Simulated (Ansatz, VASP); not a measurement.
## Cu in VASP and in Ansatz

```
CELL_PARAMETERS angstrom
0.00000 1.77639 1.77639
1.77639 0.00000 1.77639
1.77639 1.77639 0.00000
ATOMIC_POSITIONS crystal
Cu 0.00000 0.00000 0.00000
```

Alike in both runs: task single point; functional LDA; k mesh 20 × 20 × 20; occupations gaussian, width 0.1 eV; no spin polarisation.

|  | VASP | Ansatz |
| --- | --- | --- |
| version | VASP 6.6.1 | Ansatz 0.2.0 |
| potentials or method | VASP PAW LDA potentials, release 64 (Cu_sv_GW), cutoff 700 eV | scalar-relativistic, plane waves, PAW |
| valence electrons in the cell | 19 | 19 |

VASP gave:

* gap on the k mesh at the Fermi level (eV): none
* pressure (GPa): -9.4

Question: Which values does Ansatz return?

Answer: gap on the k mesh at the Fermi level (eV): none; pressure (GPa): -5.2.

Ansatz warns that its potentials were made for another functional, while VASP's fit it. LDA's correlation is that of Perdew and Zunger in VASP and of Perdew and Wang (1992) in Ansatz. A gap of «none» marks a metal or a gap that the smearing closes. One of these differences is far larger than is usual between the two programs; its cause wasn't traced.
